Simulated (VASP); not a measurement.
# PbO in VASP: a series of runs

PbO is run at these levels: PBE+D3(BJ); tasks: single point.

Everything below comes from runs of VASP 6.6.1. Logs are shortened: lines on timing, memory, paths and dates and some standing lists are left out, and cuts for length are marked.

**1. The cell of the first run**

The cell holds a slab with vacuum, 4 atoms: a = 3.905 Å, b = 3.905 Å, c = 30.749 Å, α = 90.00°, β = 90.00°, γ = 90.00°.

**2. Single point, PBE+D3(BJ)**

Input file INCAR:

```
SYSTEM = PbO
PREC = Accurate
ENCUT = 520
EDIFF = 1E-7
ISMEAR = 0
SIGMA = 0.02
LREAL = .False.
LASPH = .True.
NELM = 100
ALGO = Normal
ISIF = 2
LWAVE = .False.
LCHARG = .False.
LDIPOL = .True.
IDIPOL = 3
DIPOL = 0.5 0.5 0.500
GGA = PE
IVDW = 12
NBANDS = 28
```

Input file KPOINTS:

```
Automatic mesh
0
Gamma
  6 6 1
  0 0 0
```

Input file POSCAR:

```
PbO
1.0
    3.9050000000      0.0000000000      0.0000000000
    0.0000000000      3.9050000000      0.0000000000
    0.0000000000      0.0000000000     30.7493267952
Pb O
2 2
Direct
    0.5000000000      0.0000000000      0.4593974851
    0.0000000000      0.5000000000      0.5406025149
    0.0000000000      0.0000000000      0.5000000000
    0.5000000000      0.5000000000      0.5000000000
```

Potentials or basis: VASP PAW PBE potentials, release 64 (Pb_d, O).

On the command line:

```console
$ cat potpaw_PBE.64/Pb_d/POTCAR potpaw_PBE.64/O/POTCAR > POTCAR
$ mpirun -np 1 vasp_std > vasp.out
```

OUTCAR:

```text
SYSTEM = PbO
   PREC = Accurate
   ENCUT = 520
   EDIFF = 1E-7
   ISMEAR = 0
   LREAL = .False.
   LASPH = .True.
   NELM = 100
   ISIF = 2
   GGA = PE
   IVDW = 12
 IVDW          = 12

 ion  position               nearest neighbor table
   1  0.500  0.000  0.459-   3 2.32   4 2.32   4 2.32   3 2.32   2 3.72   2 3.72   2 3.72   2 3.72

   2  0.000  0.500  0.541-   3 2.32   4 2.32   3 2.32   4 2.32   1 3.72   1 3.72   1 3.72   1 3.72

   3  0.000  0.000  0.500-   1 2.32   2 2.32   2 2.32   1 2.32
   4  0.500  0.500  0.500-   1 2.32   2 2.32   1 2.32   2 2.32

  LATTYP: Found a simple tetragonal cell.
 ALAT       =     3.9050000000
 C/A-ratio  =     7.8743474508

  Lattice vectors:

 A1 = (   3.9050000000,   0.0000000000,   0.0000000000)
 A2 = (   0.0000000000,   3.9050000000,   0.0000000000)
 A3 = (   0.0000000000,   0.0000000000,  30.7493267952)

Analysis of symmetry for initial positions (statically):
=====================================================================
 Subroutine PRICEL returns:
 Original cell was already a primitive cell.

 Routine SETGRP: Setting up the symmetry group for a
 simple tetragonal supercell.

 Subroutine GETGRP returns: Found 16 space group operations
 (whereof  8 operations were pure point group operations)
 out of a pool of 16 trial point group operations.

The static configuration has the point symmetry D_2d.
 The point group associated with its full space group is D_4h.

Analysis of symmetry for dynamics (positions and initial velocities):
=====================================================================
 Subroutine PRICEL returns:
 Original cell was already a primitive cell.

 Routine SETGRP: Setting up the symmetry group for a
 simple tetragonal supercell.

 Subroutine GETGRP returns: Found 16 space group operations
 (whereof  8 operations were pure point group operations)
 out of a pool of 16 trial point group operations.

The dynamic configuration has the point symmetry D_2d.
 The point group associated with its full space group is D_4h.

 Subroutine INISYM returns: Found 16 space group operations
 (whereof  8 operations are pure point group operations),
 and found     1 'primitive' translations

----------------------------------------------------------------------------------------

                                     Primitive cell

  volume of cell :     468.8973

  direct lattice vectors                    reciprocal lattice vectors
     3.905000000  0.000000000  0.000000000     0.256081946  0.000000000  0.000000000
     0.000000000  3.905000000  0.000000000     0.000000000  0.256081946  0.000000000
     0.000000000  0.000000000 30.749326795     0.000000000  0.000000000  0.032521037

  length of vectors
     3.905000000  3.905000000 30.749326795     0.256081946  0.256081946  0.032521037

  position of ions in fractional coordinates (direct lattice)
     0.500000000  0.000000000  0.459397485
     0.000000000  0.500000000  0.540602515
     0.000000000  0.000000000  0.500000000
     0.500000000  0.500000000  0.500000000

  ion indices of the primitive-cell ions
   primitive index   ion index
                 1           1
                 2           2
                 3           3
                 4           4

----------------------------------------------------------------------------------------

 KPOINTS: Automatic mesh

Automatic generation of k-mesh.
 Grid dimensions read from file:
 generate k-points for:    6    6    1

 Generating k-lattice:

  Cartesian coordinates                     Fractional coordinates (reciprocal lattice)
     0.042680324  0.000000000  0.000000000     0.166666667  0.000000000  0.000000000
     0.000000000  0.042680324  0.000000000     0.000000000  0.166666667  0.000000000
     0.000000000  0.000000000  0.032521037     0.000000000  0.000000000  1.000000000

  Length of vectors
     0.042680324  0.042680324  0.032521037

  Shift w.r.t. Gamma in fractional coordinates (k-lattice)
     0.000000000  0.000000000  0.000000000

 Subroutine IBZKPT returns following result:
 ===========================================

 Found     10 irreducible k-points:

 Following reciprocal coordinates:
            Coordinates               Weight
  0.000000  0.000000  0.000000      1.000000
  0.166667  0.000000  0.000000      4.000000
  0.333333  0.000000  0.000000      4.000000
  0.500000  0.000000  0.000000      2.000000
  0.166667  0.166667  0.000000      4.000000
  0.333333  0.166667  0.000000      8.000000
  0.500000  0.166667  0.000000      4.000000
  0.333333  0.333333  0.000000      4.000000
  0.500000  0.333333  0.000000      4.000000
  0.500000  0.500000  0.000000      1.000000
   k-points           NKPTS =     10   k-points in BZ     NKDIM =     10   number of bands    NBANDS=     28
   number of dos      NEDOS =    301   number of ions     NIONS =      4
   total plane-waves  NPLWV = 216000
   dimension x,y,z NGX =    30 NGY =   30 NGZ =  240
   dimension x,y,z NGXF=    60 NGYF=   60 NGZF=  480
   ions per type =               2   2
   NGX,Y,Z   is equivalent  to a cutoff of  12.77, 12.77, 12.98 a.u.
   NGXF,Y,Z  is equivalent  to a cutoff of  25.54, 25.54, 25.95 a.u.
 SYSTEM =  PbO
   PREC   = accura    normal or accurate (medium, high low for compatibility)
   ISTART =      0    job   : 0-new  1-cont  2-samecut
   ICHARG =      2    charge: 1-file 2-atom 10-const
   ISPIN  =      1    spin polarized calculation?
   LNONCOLLINEAR =      F non collinear calculations
   LSORBIT =      F    spin-orbit coupling
   LASPH  =      T    aspherical Exc in radial PAW
   ENCUT  =  520.0 eV  38.22 Ry    6.18 a.u.   7.26  7.26 57.17*2*pi/ulx,y,z
   NELM   =    100;   NELMIN=  2; NELMDL= -5     # of ELM steps
   EDIFF  = 0.1E-06   stopping-criterion for ELM
   LREAL  =      F    real-space projection
   EDIFFG = 0.1E-05   stopping-criterion for IOM
   NSW    =      0    number of steps for IOM
   IBRION =     -1    ionic relax: 0-MD 1-quasi-New 2-CG
   NFREE  =      0    steps in history (QN), initial steepest desc. (CG)
   ISIF   =      2    stress and relaxation
   ISYM   =      2    0-nonsym 1-usesym 2-fastsym
   POTIM  = 0.5000    time-step for ionic-motion
   TEBEG  =    0.0;   TEEND  =   0.0 temperature during run
   PSTRESS=    0.0 pullay stress
   NELECT =      40.0000    total number of electrons
   NUPDOWN=      -1.0000    fix difference up-down
   EMIN   =  10.00;   EMAX   =-10.00  energy-range for DOS
   EFERMI =   0.00;   METHOD = LEGACY
   ISMEAR =     0;   SIGMA  =   0.02  broadening in eV -4-tet -1-fermi 0-gaus
   EFERMI_NEDOS =   21; number of points for ismear=-14 and -15
   IALGO  =     38    algorithm
   IMIX   =      4    mixing-type and parameters
     AMIX     =   0.40;   BMIX     =  1.00
     AMIX_MAG =   1.60;   BMIX_MAG =  1.00
  volume/ion in A,a.u.               =     117.22       791.07
  Fermi-wavevector in a.u.,A,eV,Ry     =   0.720669  1.361866  7.066366  0.519363
  Thomas-Fermi vector in A             =   1.810180
   LORBIT       =      0    0 simple, 1 ext, 2 COOP (PROOUT), +10 PAW based schemes
   GGA     = PE    functional components
   LHFCALC =     F    Hartree Fock is set to
   AEXX    =    0.0000 exact exchange contribution
   IVDW    =    12    specifies the selected vdW correction
   LEPSILON=     F    determine dielectric tensor
   LRPA    =     F    only Hartree local field effects (RPA)
 non-spin polarized calculation
 Gauss-broadening in eV      SIGMA  =   0.02
  energy-cutoff  :      520.00
  volume of cell :      468.90
 maximum number of plane-waves:     12658
 NGX is ok and might be reduce to    30
   NGX = 15   NGY = 15   NGZ =115

 number of electron      39.9999996 magnetization

 dipolmoment           0.000000      0.000000     -0.000000 electrons x Angstroem

 Free energy of the ion-electron system (eV)
  ---------------------------------------------------
  ext. energy  EPLUGINS =         0.00000000
  ---------------------------------------------------
  free energy    TOTEN  =       -21.38802548 eV

  energy without entropy =      -21.38802548  energy(sigma->0) =      -21.38802548

 E-fermi :  -3.0522     XC(G=0):  -2.0845

 val. band max:       -3.1793998881   @ k =   0.0000   0.0000   0.0000
 cond. band min:      -0.3029567937   @ k =   0.0000   0.0000   0.0000
 fundamental gap:      2.8764430944
 Fermi energy:        -3.0521880817

 k-point     1 :       0.0000    0.0000    0.0000
  band No.  band energies     occupation
      1     -20.8558      2.00000
      2     -20.2207      2.00000
      3     -18.4789      2.00000
      4     -18.4555      2.00000
      5     -18.4555      2.00000
      6     -18.3967      2.00000
[... 20 lines left out ...]
     27       2.7161      0.00000
     28       2.7965      0.00000

 k-point     2 :       0.1667    0.0000    0.0000
  band No.  band energies     occupation
      1     -20.7986      2.00000
      2     -20.2532      2.00000
      3     -18.4560      2.00000
      4     -18.4519      2.00000
      5     -18.4515      2.00000
      6     -18.3744      2.00000
[... 20 lines left out ...]
     27       2.4630      0.00000
     28       3.0385      0.00000

 k-point     3 :       0.3333    0.0000    0.0000
  band No.  band energies     occupation
      1     -20.6595      2.00000
      2     -20.3508      2.00000
      3     -18.4426      2.00000
      4     -18.4352      2.00000
      5     -18.4144      2.00000
      6     -18.3968      2.00000
[... 20 lines left out ...]
     27       3.0299      0.00000
     28       3.3102      0.00000

 k-point     4 :       0.5000    0.0000    0.0000
  band No.  band energies     occupation
      1     -20.4967      2.00000
      2     -20.4967      2.00000
      3     -18.4260      2.00000
      4     -18.4260      2.00000
      5     -18.4146      2.00000
      6     -18.4146      2.00000
[... 20 lines left out ...]
     27       4.0240      0.00000
     28       4.0240      0.00000

 k-point     5 :       0.1667    0.1667    0.0000
  band No.  band energies     occupation
      1     -20.7489      2.00000
      2     -20.2810      2.00000
      3     -18.4461      2.00000
      4     -18.4424      2.00000
      5     -18.4389      2.00000
      6     -18.3580      2.00000
[... 20 lines left out ...]
     27       2.6686      0.00000
     28       2.7585      0.00000

 k-point     6 :       0.3333    0.1667    0.0000
  band No.  band energies     occupation
      1     -20.6293      2.00000
      2     -20.3649      2.00000
      3     -18.4304      2.00000
      4     -18.4212      2.00000
      5     -18.4038      2.00000
      6     -18.3803      2.00000
[... 20 lines left out ...]
     27       3.0300      0.00000
     28       3.3178      0.00000

 k-point     7 :       0.5000    0.1667    0.0000
  band No.  band energies     occupation
      1     -20.4902      2.00000
      2     -20.4902      2.00000
      3     -18.4148      2.00000
      4     -18.4148      2.00000
      5     -18.3964      2.00000
      6     -18.3964      2.00000
[... 20 lines left out ...]
     27       4.1216      0.00000
     28       4.1216      0.00000

 k-point     8 :       0.3333    0.3333    0.0000
  band No.  band energies     occupation
      1     -20.5599      2.00000
      2     -20.4110      2.00000
      3     -18.4138      2.00000
      4     -18.3872      2.00000
      5     -18.3773      2.00000
      6     -18.3549      2.00000
[... 20 lines left out ...]
     27       3.7711      0.00000
     28       3.8906      0.00000

 k-point     9 :       0.5000    0.3333    0.0000
  band No.  band energies     occupation
      1     -20.4816      2.00000
      2     -20.4816      2.00000
      3     -18.4034      2.00000
      4     -18.4034      2.00000
      5     -18.3438      2.00000
      6     -18.3438      2.00000
[... 20 lines left out ...]
     27       4.4844      0.00000
     28       4.4844      0.00000

 k-point    10 :       0.5000    0.5000    0.0000
  band No.  band energies     occupation
      1     -20.4794      2.00000
      2     -20.4794      2.00000
      3     -18.4056      2.00000
      4     -18.4056      2.00000
      5     -18.3096      2.00000
      6     -18.3096      2.00000
[... 20 lines left out ...]
     27       3.9546      0.00000
     28       3.9546      0.00000

------------------------ aborting loop because EDIFF is reached ----------------------------------------

 vacuum level on the upper side and lower side of the slab       (xc-potential included)        -0.006        -0.006

 Edisp (eV)   -0.57819

 E8    (eV) :    -0.2748

  FORCE on cell =-STRESS in cart. coord.  units (eV):
  Direction    XX          YY          ZZ          XY          YZ          ZX
  --------------------------------------------------------------------------------------
  -------------------------------------------------------------------------------------
  Total       1.58798     1.58798    -0.06447     0.00000     0.00000     0.00000
  in kB       5.42599     5.42599    -0.22029     0.00000     0.00000     0.00000
  external pressure =        3.54 kB  Pullay stress =        0.00 kB

 VOLUME and BASIS-vectors are now :
 -----------------------------------------------------------------------------
  energy-cutoff  :      520.00
  volume of cell :      468.90
      direct lattice vectors                 reciprocal lattice vectors
     3.905000000  0.000000000  0.000000000     0.256081946  0.000000000  0.000000000
     0.000000000  3.905000000  0.000000000     0.000000000  0.256081946  0.000000000
     0.000000000  0.000000000 30.749326795     0.000000000  0.000000000  0.032521037

 POSITION                                       TOTAL-FORCE (eV/Angst)
 -----------------------------------------------------------------------------------
      1.95250      0.00000     14.12616        -0.000000      0.000000     -0.004457
      0.00000      1.95250     16.62316         0.000000      0.000000      0.004457
      0.00000      0.00000     15.37466         0.000000     -0.000000      0.000000
      1.95250      1.95250     15.37466         0.000000      0.000000      0.000000
 -----------------------------------------------------------------------------------
    total drift:                                0.000000      0.000000      0.000000

  FREE ENERGIE OF THE ION-ELECTRON SYSTEM (eV)
  ---------------------------------------------------
  free  energy   TOTEN  =       -21.9662119175 eV

  energy  without entropy=      -21.9662119175  energy(sigma->0) =      -21.96621192

 vacuum level on the upper side and lower side of the slab         1.571         1.571
```

It took 10 min on 1 thread of Intel Xeon 8259CL, shared host; peak memory 0.55 GiB.

What came out:

* Free energy: -21.9662 eV
* Largest force: 0.004 eV/Å
* Band gap on the k mesh: 2.88 eV
* Dispersion energy per atom: -0.145 eV

Forces on the atoms (eV/Å):
```
Pb   0.000  0.000 -0.004
Pb   0.000  0.000  0.004
O    0.000  0.000  0.000
O    0.000  0.000  0.000
```

Caveat: spin-orbit coupling is left out, which moves the levels of the heavy elements.

**3. Single point, PBE+D3(BJ)**

This run uses another cell than the first one.

Input file INCAR:

```
SYSTEM = PbO
PREC = Accurate ; ENCUT = 520
EDIFF = 1E-6 ; ISMEAR = 0
SIGMA = 0.02 ; LREAL = .False.
LASPH = .True. ; NELM = 100
ALGO = Normal ; ISIF = 2
LWAVE = .False. ; LCHARG = .True.
LDIPOL = .True. ; IDIPOL = 3
DIPOL = 0.5 0.5 0.500 ; GGA = PE
IVDW = 12 ; LELF = .True.
LVHAR = .True. ; LVACPOTAV = .True.
NBANDS = 28
```

Input file KPOINTS:

```
regular mesh
0
Gamma
  6 6 1
  0 0 0
```

Input file POSCAR:

```
PbO
1.0
    4.3330000000      0.0000000000      0.0000000000
    0.0000000000      4.3330000000      0.0000000000
    0.0000000000      0.0000000000     30.7493267952
Pb O
2 2
Direct
    0.5000000000      0.0000000000      0.4634788752
    0.0000000000      0.5000000000      0.5365211248
    0.0000000000      0.0000000000      0.5000000000
    0.5000000000      0.5000000000      0.5000000000
```

Potentials or basis: VASP PAW PBE potentials, release 64 (Pb_d, O).

On the command line:

```console
$ cat potpaw_PBE.64/Pb_d/POTCAR potpaw_PBE.64/O/POTCAR > POTCAR
$ mpirun -np 1 vasp_std > vasp.out
```

Wall time 7 min (1 thread of Intel Xeon 8259CL, shared host); peak memory 0.61 GiB.

It converged, with:

```yaml
Free_energy: -21.7074 eV
Largest_force: 0.503 eV/Å
Band_gap_on_the_k_mesh: 1.98 eV (least direct gap 2.00 eV)
Dispersion_energy_per_atom: -0.119 eV
```

Forces in eV/Å, atoms in the order of the input:
```
Pb   0.000  0.000  0.503
Pb   0.000  0.000 -0.503
O    0.000  0.000  0.000
O    0.000  0.000  0.000
```

Levels at points of the mesh, in eV from the valence-band top:
```
           k point  band 16  band 17  band 18  band 19  band 20  band 21  band 22  band 23  band 24  band 25
(0.00, 0.00, 0.00)    -3.17    -1.13    -1.13    -0.89    -0.02     1.98     2.12     4.19     4.25     4.48
(0.50, 0.00, 0.00)    -2.24    -2.19    -2.19    -0.50    -0.50     3.37     3.37     4.10     4.10     6.11
(0.50, 0.50, 0.00)    -2.27    -1.18    -1.18    -0.52    -0.52     2.95     2.95     4.99     4.99     5.49
```

Caveat: spin-orbit coupling is left out, which moves the levels of the heavy elements.

**4. Single point, PBE+D3(BJ)**

This run uses another cell than the first one.

Input file INCAR:

```
ALGO     = Normal         # electronic algorithm
DIPOL    = 0.5 0.5 0.500
EDIFF    = 1E-6           # SCF threshold, eV
ENCUT    = 520            # plane-wave cutoff, eV
GGA      = PE             # functional
IDIPOL   = 3            
ISIF     = 2              # what is computed and relaxed
ISMEAR   = 0              # smearing method
IVDW     = 12             # dispersion correction
LASPH    = T              # aspherical terms in the spheres
LCHARG   = T              # write CHGCAR
LDIPOL   = T            
LELF     = T              # ELF
LREAL    = F              # projectors in reciprocal space
LVACPOTAV= T            
LVHAR    = T            
LWAVE    = F              # write WAVECAR
NBANDS   = 28             # bands
NELM     = 80             # most SCF steps
PREC     = Accurate       # precision mode
SIGMA    = 0.02           # smearing width, eV
```

Input file KPOINTS:

```
k-points
0
Gamma
  6 6 1
```

POSCAR, as its differences from that of step 3:

```diff
@@ -8,4 +8,4 @@
 Direct
-    0.5000000000      0.0000000000      0.4634788752
-    0.0000000000      0.5000000000      0.5365211248
+    0.5000000000      0.0000000000      0.4607471081
+    0.0000000000      0.5000000000      0.5392528919
     0.0000000000      0.0000000000      0.5000000000
```

On the command line:

```console
$ cat potpaw_PBE.64/Pb_d/POTCAR potpaw_PBE.64/O/POTCAR > POTCAR
$ mpirun -np 1 vasp_std > vasp.out
```

Wall time 7.9 min (1 thread of Intel Xeon 8259CL, shared host); peak memory 0.6 GiB.

Results (log left out):

```yaml
Free_energy: -21.5747 eV
Largest_force: 1.145 eV/Å
Band_gap_on_the_k_mesh: 2.09 eV
Dispersion_energy_per_atom: -0.126 eV
```

Forces in eV/Å, atoms in the order of the input:
```
Pb   0.000  0.000  1.145
Pb   0.000  0.000 -1.145
O    0.000  0.000  0.000
O    0.000  0.000  0.000
```

Levels at points of the mesh, in eV from the valence-band top:
```
           k point  band 17  band 18  band 19  band 20  band 21  band 22  band 23  band 24
(0.00, 0.00, 0.00)    -0.82    -0.82    -0.75     0.00     2.09     2.11     4.14     4.21
(0.50, 0.00, 0.00)    -1.86    -1.86    -0.52    -0.52     3.22     3.22     4.07     4.07
(0.50, 0.50, 0.00)    -1.26    -1.26    -0.26    -0.26     2.81     2.81     4.76     4.76
```

Caveat: spin-orbit coupling is left out, which moves the levels of the heavy elements.

**5. The runs side by side**

```tsv
cell	gap on the mesh (eV)	largest force (eV/Å)
a = 3.905, b = 3.905, c = 30.749 Å, 4 atoms, atomic positions A	2.88	-
a = 4.333, b = 4.333, c = 30.749 Å, 4 atoms, atomic positions B	1.98	0.50
a = 4.333, b = 4.333, c = 30.749 Å, 4 atoms, atomic positions C	2.09	1.14
```

Alike in all rows: task single point; level PBE+D3(BJ); potentials or basis VASP PAW PBE potentials, release 64 (Pb_d, O); no spin polarisation; k mesh 6 × 6 × 1; cutoff (eV) 520; smearing gaussian 0.02 eV.

Caveats: spin-orbit coupling is left out, which moves the levels of the heavy elements.

Total energies depend on the potentials used, so only differences within one code and one set of settings carry meaning.
